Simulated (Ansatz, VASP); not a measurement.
Given: the input of a run of VASP 6.6.1 on Cu.

File INCAR:

```
PREC = Accurate
ENCUT = 600
EDIFF = 1E-6
ISMEAR = -1
SIGMA = 0.05
LREAL = False
LASPH = True
NELM = 80
ALGO = Fast
ISIF = 3
LWAVE = False
LCHARG = False
GGA = PS
IVDW = 12
IBRION = 2
NSW = 60
EDIFFG = -0.01
```

KPOINTS

```
regular mesh
0
Gamma
  13 13 13
```

The input POSCAR:

```
Cu
1.0
   -1.4427933200      1.4427933200      1.3760814500
    1.4427933200     -1.4427933200      1.3760814500
    1.4427933200      1.4427933200     -1.3760814500
Cu
1
Direct
    0.0000000000      0.0000000000      0.0000000000
```

Potentials or basis: VASP PAW PBE potentials, release 64 (Cu).

Run with:

```bash
$ cat potpaw_PBE.64/Cu/POTCAR > POTCAR
$ mpirun -np 1 vasp_std > vasp.out
```

Problem. Set up the same calculation for Ansatz 0.2.0. Potentials there: Ansatz PAW.

Solution. As run (the cutoff follows the program's own potentials):

File input.yaml:

```yaml
crystal:
  lattice:
    - [-1.44279332, 1.44279332, 1.37608145]
    - [1.44279332, -1.44279332, 1.37608145]
    - [1.44279332, 1.44279332, -1.37608145]
  atoms:
    - { symbol: Cu, position: [0.0, 0.0, 0.0] }
hamiltonian:
  xc: pbesol
  pseudopotentials: { kind: paw }
  dispersion: d3bj
kpoints:
  mp_grid: { grid: [13, 13, 13] }
scf:
  occupations: { method: fermi_dirac, width: 0.05 }
output:
  forces: true
  stress: true
  eigenvalues: true
relax:
  f_tol: 0.01
  max_steps: 40
  cell: { stress_tol: 0.05 }
```

Potentials or basis: Ansatz PAW.

Run with:

```sh
$ ansatz run input.yaml --threads 2 --pin off --max-ram 5632MiB --backend cpu --events-out ev --progress --plain --runs-dir out
```

Both were run:

|  | VASP | Ansatz | Ansatz less VASP |
| --- | --- | --- | --- |
| gap on the k mesh at the Fermi level, each at its own relaxed structure (eV) | none | none | - |
| relaxed volume (Å³/atom) | 10.90 | 10.85 | -0.054 |
| relaxed length of the cell vector where the two differ most in proportion (Å) | 2.420 | 2.416 | -0.0041 |

VASP's potentials were made for PBE, not for PBEsol. A gap of «none» marks a metal or a gap that the smearing closes. VASP's potentials hold 11 valence electrons a cell and Ansatz's 19, so a difference there can come from the potentials and not from the codes.

Noted on Ansatz's run: the plane-wave basis is chosen anew once the cell has moved, so the energies of steps on either side of that aren't comparable.
